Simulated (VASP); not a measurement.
Wanted: the native input for a VASP 6.6.1 run.

```
Task                   : single point
Functional             : LDA
Potentials or basis    : VASP PAW LDA potentials, release 64 (Ta_pv, N)
Cutoff                 : 520 eV
k mesh                 : 18 × 18 × 10
Occupations            : gaussian, width 0.15 eV
Spin                   : no spin polarisation
Dipole correction      : no
Further INCAR settings : ALGO = Normal; EDIFF = 1e-06; NBANDS = 20
```

The structure of Ta2N lies in POSCAR:

```
Ta2N
1.0
    3.0342993158      0.0000000000      0.0000000000
   -1.5171496579      2.6277802902      0.0000000000
    0.0000000000      0.0000000000      5.0044698616
Ta N
2 1
Direct
    0.6666666667      0.3333333333      0.7466885012
    0.3333333333      0.6666666667      0.2533114988
    0.0000000000      0.0000000000      0.0000000000
```

These files were run (other wordings do the same):

INCAR

```
ALGO = Normal
EDIFF = 1E-6
ENCUT = 520
GGA = CA
ISIF = 2
ISMEAR = 0
LASPH = T
LCHARG = T
LELF = T
LREAL = F
LVHAR = T
LWAVE = F
NBANDS = 20
NELM = 100
PREC = Accurate
SIGMA = 0.15
```

KPOINTS

```
k-points
0
Gamma
  18 18 10
```

Potentials or basis: VASP PAW LDA potentials, release 64 (Ta_pv, N).

Run with:

```console
$ cat potpaw_LDA.64/Ta_pv/POTCAR potpaw_LDA.64/N/POTCAR > POTCAR
$ mpirun -np 1 vasp_std > vasp.out
```

Results of the run:

```yaml
Pressure: -6.2 GPa
Largest_force: 0.253 eV/Å
Band_gap_on_the_k_mesh: zero (an odd number of electrons rules out a gap without spin polarisation)
```

Caveat: the cell stands under tension; spin-orbit coupling is left out, which moves the levels of the heavy elements.

It took 2.7 min on 1 thread of Intel(R) Xeon(R) Platinum 8488C (Sapphire Rapids) (shared host), peak memory 0.33 GiB.
